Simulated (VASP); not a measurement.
MnO, 2 atoms in the cell. It takes space group Fm-3m (No. 225, cubic). The conventional cell has a = 4.488 Å, b = 4.488 Å, c = 4.488 Å, α = 90.00°, β = 90.00°, γ = 90.00°. Mn (site symmetry m-3m) has 6 O at 2.24 Å within 3.0 Å. Within 3.0 Å of O (site symmetry m-3m) lie 6 Mn at 2.24 Å. 

* Program: VASP 6.6.1
* Task: electric field gradients
* Functional: PBE
* Potentials or basis: VASP PAW PBE potentials, release 64 (Mn_pv, O)
* Cutoff: 520 eV
* k mesh: 16 × 16 × 16
* Occupations: fermi-dirac, width 0.05 eV
* Spin: collinear spin, ferromagnetic start
* Starting moments: [4.0, 0.0] μB
* Dipole correction: no
* Further INCAR settings: ALGO = Normal; EDIFF = 1e-08; NBANDS = 20

Potentials or basis: VASP PAW PBE potentials, release 64 (Mn_pv, O).

Launch:

```console
$ cat potpaw_PBE.64/Mn_pv/POTCAR potpaw_PBE.64/O/POTCAR > POTCAR
$ mpirun -np 1 vasp_std > vasp.out
```

Hardware: 1 thread of Intel(R) Xeon(R) Platinum 8488C (Sapphire Rapids) (shared host).

Task: Estimate the wall time of this run.

Result: Wall time 92 s on 1 thread of Intel(R) Xeon(R) Platinum 8488C (Sapphire Rapids), on a shared host, peak memory 0.22 GiB. Counts: scf iterations 18, k points 145.
